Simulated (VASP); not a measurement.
Runs of VASP 6.6.1 on Ge. The structure is that of space group Fd-3m (No. 227), or close to it. The cells are those of the table. 

| task | cell | k mesh | cutoff (eV) | gap on the mesh (eV) | pressure (GPa) |
| --- | --- | --- | --- | --- | --- |
| single point | a = 4.163 Å, angles 60.0°, 2 atoms | 9 × 9 × 9 | 520 | none | -2.3 |
| relaxation of cell and atoms | relaxed from a = 4.000 Å, angles 60.0°, 2 atoms | 5 × 5 × 5 | 600 | none | 0.0 |
| single point | a = 4.109 Å, angles 60.0°, 2 atoms | 5 × 5 × 5 | 520 | none | -0.1 |
| single point | a = 4.109 Å, angles 60.0°, 2 atoms | 9 × 9 × 9 | 520 | none | -0.4 |
| single point | a = 4.216 Å, angles 60.0°, 2 atoms | 9 × 9 × 9 | 520 | none | (a) |

Alike in all rows: level revPBE; potentials or basis VASP PAW PBE potentials, release 64 (Ge_d); no spin polarisation; smearing fermi-dirac 0.05 eV.

Problem. Estimate the missing entries.

Solution. (a) -3.7.

Caveats: some runs use coarse meshes; the PAW data sets were made with another functional, which shifts forces and pressure a little.

A k mesh can miss the band edges, and the runs leave out spin-orbit coupling on Ge.

A gap of «none» marks levels without a gap at the run's occupations.
